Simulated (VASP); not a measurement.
# As (R-3m) in VASP: notebook

Runs on As. Level: PBE. Tasks: single point.

All numbers are computed with VASP 6.6.1; they aren't measurements. Logs are shortened: lines on timing, memory, paths and dates and some standing lists are left out, and cuts for length are marked.

## 1. The cell of the first run

The structure is trigonal, space group R-3m (No. 166). The conventional cell has a = 3.807 Å, b = 3.807 Å, c = 10.824 Å, α = 90.00°, β = 90.00°, γ = 120.00°. Within 3.4 Å of As (site symmetry 3m) lie 6 As at 2.55 to 3.19 Å.

## 2. Single point, PBE

Contents of INCAR:

```
PREC = Accurate ; ENCUT = 520
EDIFF = 1E-6 ; ISMEAR = -1
SIGMA = 0.1 ; LREAL = False
LASPH = True ; NELM = 80
ALGO = Normal ; ISIF = 2
LWAVE = False ; LCHARG = True
GGA = PE ; LELF = True
LVHAR = True ; NBANDS = 12
```

Contents of KPOINTS:

```
Automatic mesh
0
Gamma
  4 4 4
```

Contents of POSCAR:

```
As
1.0
    1.9036109523      1.0990502958      3.6081612956
   -1.9036109523      1.0990502958      3.6081612956
    0.0000000000     -2.1981005915      3.6081612956
As
2
Direct
    0.7737100447      0.7737100447      0.7737100447
    0.2262899553      0.2262899553      0.2262899553
```

Potentials or basis: VASP PAW PBE potentials, release 64 (As).

Started as:

```console
$ cat potpaw_PBE.64/As/POTCAR > POTCAR
$ mpirun -np 1 vasp_std > vasp.out
```

OUTCAR:

```text
PREC = Accurate
   ENCUT = 520
   EDIFF = 1E-6
   ISMEAR = -1
   LREAL = False
   LASPH = True
   NELM = 80
   ISIF = 2
   GGA = PE

 ion  position               nearest neighbor table
   1  0.774  0.774  0.774-   2 2.55   2 2.55   2 2.55
   2  0.226  0.226  0.226-   1 2.55   1 2.55   1 2.55

  LATTYP: Found a trigonal (rhomboedric) cell.
 ALAT       =     4.2249821474
 COS(alpha) =     0.5939900948

  Lattice vectors:

 A1 = (   1.9036109523,   1.0990502958,   3.6081612956)
 A2 = (  -1.9036109523,   1.0990502958,   3.6081612956)
 A3 = (   0.0000000000,  -2.1981005915,   3.6081612956)

Analysis of symmetry for initial positions (statically):
=====================================================================
 Subroutine PRICEL returns:
 Original cell was already a primitive cell.

 Routine SETGRP: Setting up the symmetry group for a
 trigonal (rhombohedral) supercell.

 Subroutine GETGRP returns: Found 12 space group operations
 (whereof 12 operations were pure point group operations)
 out of a pool of 12 trial point group operations.

The static configuration has the point symmetry D_3d.

Analysis of symmetry for dynamics (positions and initial velocities):
=====================================================================
 Subroutine PRICEL returns:
 Original cell was already a primitive cell.

 Routine SETGRP: Setting up the symmetry group for a
 trigonal (rhombohedral) supercell.

 Subroutine GETGRP returns: Found 12 space group operations
 (whereof 12 operations were pure point group operations)
 out of a pool of 12 trial point group operations.

The dynamic configuration has the point symmetry D_3d.

 Subroutine INISYM returns: Found 12 space group operations
 (whereof 12 operations are pure point group operations),
 and found     1 'primitive' translations

----------------------------------------------------------------------------------------

                                     Primitive cell

  volume of cell :      45.2932

  direct lattice vectors                    reciprocal lattice vectors
     1.903610952  1.099050296  3.608161296     0.262658712  0.151646078  0.092383158
    -1.903610952  1.099050296  3.608161296    -0.262658712  0.151646078  0.092383158
     0.000000000 -2.198100591  3.608161296     0.000000000 -0.303292156  0.092383158

  length of vectors
     4.224982147  4.224982147  4.224982147     0.317050121  0.317050121  0.317050121

  position of ions in fractional coordinates (direct lattice)
     0.773710045  0.773710045  0.773710045
     0.226289955  0.226289955  0.226289955

  ion indices of the primitive-cell ions
   primitive index   ion index
                 1           1
                 2           2

----------------------------------------------------------------------------------------

 KPOINTS: Automatic mesh

Automatic generation of k-mesh.
 Grid dimensions read from file:
 generate k-points for:    4    4    4

 Generating k-lattice:

  Cartesian coordinates                     Fractional coordinates (reciprocal lattice)
     0.065664678  0.037911519  0.023095789     0.250000000 -0.000000000 -0.000000000
    -0.065664678  0.037911519  0.023095789    -0.000000000  0.250000000 -0.000000000
     0.000000000 -0.075823039  0.023095789    -0.000000000 -0.000000000  0.250000000

  Length of vectors
     0.079262530  0.079262530  0.079262530

  Shift w.r.t. Gamma in fractional coordinates (k-lattice)
     0.000000000  0.000000000  0.000000000

 Subroutine IBZKPT returns following result:
 ===========================================

 Found     13 irreducible k-points:

 Following reciprocal coordinates:
            Coordinates               Weight
  0.000000  0.000000  0.000000      1.000000
  0.250000 -0.000000 -0.000000      6.000000
  0.500000 -0.000000 -0.000000      3.000000
  0.250000  0.250000 -0.000000      6.000000
  0.500000  0.250000 -0.000000     12.000000
 -0.250000  0.250000  0.000000      6.000000
  0.500000  0.500000 -0.000000      3.000000
  0.250000  0.250000  0.250000      2.000000
  0.500000  0.250000  0.250000      6.000000
 -0.250000  0.250000  0.250000      6.000000
  0.500000  0.500000  0.250000      6.000000
 -0.250000  0.500000  0.250000      6.000000
  0.500000  0.500000  0.500000      1.000000
   k-points           NKPTS =     13   k-points in BZ     NKDIM =     13   number of bands    NBANDS=     12
   number of dos      NEDOS =    301   number of ions     NIONS =      2
   total plane-waves  NPLWV =  32768
   dimension x,y,z NGX =    32 NGY =   32 NGZ =   32
   dimension x,y,z NGXF=    64 NGYF=   64 NGZF=   64
   ions per type =               2
   NGX,Y,Z   is equivalent  to a cutoff of  12.59, 12.59, 12.59 a.u.
   NGXF,Y,Z  is equivalent  to a cutoff of  25.18, 25.18, 25.18 a.u.
 SYSTEM =  unknown system
   PREC   = accura    normal or accurate (medium, high low for compatibility)
   ISTART =      0    job   : 0-new  1-cont  2-samecut
   ICHARG =      2    charge: 1-file 2-atom 10-const
   ISPIN  =      1    spin polarized calculation?
   LNONCOLLINEAR =      F non collinear calculations
   LSORBIT =      F    spin-orbit coupling
   LASPH  =      T    aspherical Exc in radial PAW
   ENCUT  =  520.0 eV  38.22 Ry    6.18 a.u.   7.86  7.86  7.86*2*pi/ulx,y,z
   NELM   =     80;   NELMIN=  2; NELMDL= -5     # of ELM steps
   EDIFF  = 0.1E-05   stopping-criterion for ELM
   LREAL  =      F    real-space projection
[... 7 lines left out ...]
   TEBEG  =    0.0;   TEEND  =   0.0 temperature during run
   PSTRESS=    0.0 pullay stress
   NELECT =      10.0000    total number of electrons
   NUPDOWN=      -1.0000    fix difference up-down
   EMIN   =  10.00;   EMAX   =-10.00  energy-range for DOS
   EFERMI =   0.00;   METHOD = LEGACY
   ISMEAR =    -1;   SIGMA  =   0.10  broadening in eV -4-tet -1-fermi 0-gaus
   EFERMI_NEDOS =   21; number of points for ismear=-14 and -15
   IALGO  =     38    algorithm
   IMIX   =      4    mixing-type and parameters
     AMIX     =   0.40;   BMIX     =  1.00
     AMIX_MAG =   1.60;   BMIX_MAG =  1.00
  volume/ion in A,a.u.               =      22.65       152.83
  Fermi-wavevector in a.u.,A,eV,Ry     =   0.989458  1.869804 13.320461  0.979026
  Thomas-Fermi vector in A             =   2.121058
   LORBIT       =      0    0 simple, 1 ext, 2 COOP (PROOUT), +10 PAW based schemes
   GGA     = PE    functional components
[... 5 lines left out ...]
 non-spin polarized calculation
  energy-cutoff  :      520.00
  volume of cell :       45.29
 maximum number of plane-waves:      1231
   NGX = 15   NGY = 15   NGZ = 15

 number of electron      10.0000000 magnetization

 number of electron       9.9999999 magnetization

 Free energy of the ion-electron system (eV)
  ---------------------------------------------------
  ext. energy  EPLUGINS =         0.00000000
  ---------------------------------------------------
  free energy    TOTEN  =        -9.41881620 eV

  energy without entropy =       -9.40498443  energy(sigma->0) =       -9.41190031

 E-fermi :   4.5697     XC(G=0):  -9.7500

 val. band max:        4.4502265127   @ k =   0.5000  -0.0000  -0.0000
 cond. band min:       4.6522312821   @ k =   0.5000  -0.0000  -0.0000
 fundamental gap:      0.2020047694
 Fermi energy:         4.5696694281

 k-point     1 :       0.0000    0.0000    0.0000
  band No.  band energies     occupation
      1      -9.6999      2.00000
      2      -1.1860      2.00000
      3       2.4623      2.00000
      4       3.0650      2.00000
      5       3.0650      2.00000
      6       6.5753      0.00000
      7       7.7463      0.00000
      8       7.7463      0.00000
      9      11.8715      0.00000
     10      11.8715      0.00000
     11      12.2031      0.00000
     12      13.6470      0.00000

 k-point     2 :       0.2500   -0.0000   -0.0000
  band No.  band energies     occupation
      1      -8.9094      2.00000
      2      -3.1707      2.00000
      3       2.2025      2.00000
      4       2.6022      2.00000
      5       3.3853      1.99999
      6       6.0527      0.00000
      7       6.8573      0.00000
      8       7.0807      0.00000
      9      11.0714      0.00000
     10      11.5989      0.00000
     11      12.7213      0.00000
     12      16.6955      0.00000

 k-point     3 :       0.5000   -0.0000   -0.0000
  band No.  band energies     occupation
      1      -7.1181      2.00000
      2      -5.9209      2.00000
      3       2.1557      2.00000
      4       2.2488      2.00000
      5       4.4502      1.53506
      6       4.6522      0.60914
      7       5.2986      0.00137
      8       6.3595      0.00000
      9      13.7153      0.00000
     10      13.7291      0.00000
     11      16.2159      0.00000
     12      16.4250      0.00000
[... 121 lines left out ...]
 k-point    12 :      -0.2500    0.5000    0.2500
  band No.  band energies     occupation
      1      -6.8119      2.00000
      2      -5.2866      2.00000
      3      -0.4664      2.00000
      4      -0.3848      2.00000
      5       3.7212      1.99959
      6       6.1699      0.00000
      7       9.9950      0.00000
      8      10.0377      0.00000
      9      11.7491      0.00000
     10      12.2350      0.00000
     11      16.6981      0.00000
     12      16.9815      0.00000

 k-point    13 :       0.5000    0.5000    0.5000
  band No.  band energies     occupation
      1      -8.5428      2.00000
      2      -4.8746      2.00000
      3       3.3194      1.99999
      4       3.3194      1.99999
      5       4.3355      1.82455
      6       5.8043      0.00001
      7       5.8043      0.00001
      8       6.5978      0.00000
      9      12.8306      0.00000
     10      15.1627      0.00000
     11      15.1627      0.00000
     12      16.1825      0.00000

------------------------ aborting loop because EDIFF is reached ----------------------------------------

  FORCE on cell =-STRESS in cart. coord.  units (eV):
  Direction    XX          YY          ZZ          XY          YZ          ZX
  --------------------------------------------------------------------------------------
  -------------------------------------------------------------------------------------
  Total        0.3378503      0.3378503     -0.5789897      0.0000000     -0.0000000      0.0000000
  in kB       11.9509350     11.9509350    -20.4808734      0.0000000     -0.0000000      0.0000000
  external PRESSURE =       1.1403322 kB  Pullay stress =       0.0000000 kB

 VOLUME and BASIS-vectors are now :
 -----------------------------------------------------------------------------
  energy-cutoff  :      520.00
  volume of cell :       45.29
      direct lattice vectors                 reciprocal lattice vectors
     1.903610952  1.099050296  3.608161296     0.262658712  0.151646078  0.092383158
    -1.903610952  1.099050296  3.608161296    -0.262658712  0.151646078  0.092383158
     0.000000000 -2.198100591  3.608161296     0.000000000 -0.303292156  0.092383158

 POSITION                                       TOTAL-FORCE (eV/Angst)
 -----------------------------------------------------------------------------------
      0.00000      0.00000      8.37501         0.000000      0.000000      0.263183
      0.00000      0.00000      2.44947         0.000000     -0.000000     -0.263183
 -----------------------------------------------------------------------------------
    total drift:                                0.000000     -0.000000      0.000000

  FREE ENERGIE OF THE ION-ELECTRON SYSTEM (eV)
  ---------------------------------------------------
  free  energy   TOTEN  =        -9.4188161960 eV

  energy  without entropy=       -9.4049844266  energy(sigma->0) =       -9.41190031
```

Wall time 12 s (1 thread of Intel Xeon 8259CL, shared host); peak memory 0.16 GiB.

Results:

| Item | Value |
| --- | --- |
| Free energy | -9.4188 eV |
| Pressure | 0.1 GPa |
| Largest force | 0.263 eV/Å |

Forces on the atoms (eV/Å):
```
As   0.000  0.000  0.263
As   0.000  0.000 -0.263
```

Caveat: the k points lie up to 0.50 Å⁻¹ apart.

## 3. Single point, PBE

Contents of INCAR:

```
SYSTEM = As
PREC = Accurate
ENCUT = 520
EDIFF = 1E-6
ISMEAR = -1
SIGMA = 0.1
LREAL = .False.
LASPH = .True.
NELM = 80
ALGO = Normal
ISIF = 2
LWAVE = .False.
LCHARG = .False.
GGA = PE
NBANDS = 12
```

Contents of KPOINTS:

```
Automatic mesh
0
Gamma
  5 5 5
  0 0 0
```

POSCAR is that of step 2.

Potentials or basis: VASP PAW PBE potentials, release 64 (As).

Started as:

```console
$ cat potpaw_PBE.64/As/POTCAR > POTCAR
$ mpirun -np 1 vasp_std > vasp.out
```

OUTCAR:

```text
SYSTEM = As
   PREC = Accurate
   ENCUT = 520
   EDIFF = 1E-6
   ISMEAR = -1
   LREAL = .False.
   LASPH = .True.
   NELM = 80
   ISIF = 2
   GGA = PE

 ion  position               nearest neighbor table
   1  0.774  0.774  0.774-   2 2.55   2 2.55   2 2.55
   2  0.226  0.226  0.226-   1 2.55   1 2.55   1 2.55

  LATTYP: Found a trigonal (rhomboedric) cell.
 ALAT       =     4.2249821474
 COS(alpha) =     0.5939900948

  Lattice vectors:
[... 464 lines left out ...]
     12      16.5166      0.00000

------------------------ aborting loop because EDIFF is reached ----------------------------------------

  FORCE on cell =-STRESS in cart. coord.  units (eV):
  Direction    XX          YY          ZZ          XY          YZ          ZX
  --------------------------------------------------------------------------------------
  -------------------------------------------------------------------------------------
  Total        0.1021653      0.1021653     -0.2695447     -0.0000000     -0.0000000      0.0000000
  in kB        3.6139410      3.6139410     -9.5347312     -0.0000000     -0.0000000      0.0000000
  external PRESSURE =      -0.7689497 kB  Pullay stress =       0.0000000 kB

 VOLUME and BASIS-vectors are now :
 -----------------------------------------------------------------------------
  energy-cutoff  :      520.00
  volume of cell :       45.29
      direct lattice vectors                 reciprocal lattice vectors
     1.903610952  1.099050296  3.608161296     0.262658712  0.151646078  0.092383158
    -1.903610952  1.099050296  3.608161296    -0.262658712  0.151646078  0.092383158
     0.000000000 -2.198100591  3.608161296     0.000000000 -0.303292156  0.092383158

 POSITION                                       TOTAL-FORCE (eV/Angst)
 -----------------------------------------------------------------------------------
      0.00000      0.00000      8.37501         0.000000      0.000000      0.116022
      0.00000      0.00000      2.44947         0.000000     -0.000000     -0.116022
 -----------------------------------------------------------------------------------
    total drift:                                0.000000     -0.000000      0.000000

  FREE ENERGIE OF THE ION-ELECTRON SYSTEM (eV)
  ---------------------------------------------------
  free  energy   TOTEN  =        -9.3970477963 eV

  energy  without entropy=       -9.3822091079  energy(sigma->0) =       -9.38962845
```

Run time: 14 s. Hardware: 1 thread of Intel Xeon 8259CL, shared host; peak memory 0.17 GiB.

Results:

| Quantity | Value |
| --- | --- |
| Free energy | -9.3970 eV |
| Pressure | -0.1 GPa |
| Largest force | 0.116 eV/Å |
| Band gap on the k mesh | zero (filled and empty bands overlap) |

Forces on the atoms (eV/Å):
```
As   0.000  0.000  0.116
As   0.000  0.000 -0.116
```

Stress tensor (GPa, compression positive):
```
 0.36  0.00  0.00
 0.00  0.36  0.00
 0.00  0.00 -0.95
```

Caveat: the k points lie up to 0.40 Å⁻¹ apart.

## 4. Single point, PBE

Contents of INCAR:

```
SYSTEM = As
ALGO = Normal
EDIFF = 1E-7
ENCUT = 520
GGA = PE
ISIF = 2
ISMEAR = -1
LASPH = .True.
LCHARG = .False.
LREAL = .False.
LWAVE = .False.
NBANDS = 12
NELM = 100
PREC = Accurate
SIGMA = 0.1
```

Contents of KPOINTS:

```
k-points
0
Gamma
  6 6 6
  0 0 0
```

POSCAR is that of step 3.

Started as:

```console
$ cat potpaw_PBE.64/As/POTCAR > POTCAR
$ mpirun -np 1 vasp_std > vasp.out
```

Wall time 20 s (1 thread of Intel Xeon 8259CL, shared host); peak memory 0.17 GiB.

The run converged. Its results:

```yaml
Free_energy: -9.3826 eV
Pressure: 0.1 GPa
Largest_force: 0.038 eV/Å
Band_gap_on_the_k_mesh: zero (bands 5 and 6 overlap by 0.18 eV)
```

Forces on the atoms (eV/Å):
```
As   0.000  0.000  0.038
As   0.000  0.000 -0.038
```

Stress tensor (GPa, compression positive):
```
 0.39  0.00  0.00
 0.00  0.39  0.00
 0.00  0.00 -0.48
```

Levels at points of the mesh, in eV from the Fermi level:
| k point | band 3 | band 4 | band 5 | band 6 | band 7 | band 8 |
| --- | --- | --- | --- | --- | --- | --- |
| (0.00, 0.00, 0.00) | -2.38 | -1.80 | -1.80 | 1.69 | 2.88 | 2.88 |
| (0.50, 0.00, 0.00) | -2.70 | -2.63 | -0.39 | -0.22 | 0.46 | 1.52 |
| (0.50, 0.50, 0.00) | -5.63 | -3.93 | -3.79 | 1.68 | 5.19 | 6.70 |
| (0.50, 0.50, 0.50) | -1.55 | -1.55 | -0.55 | 0.95 | 0.95 | 1.77 |

(Part 1 of 2 ends here.)
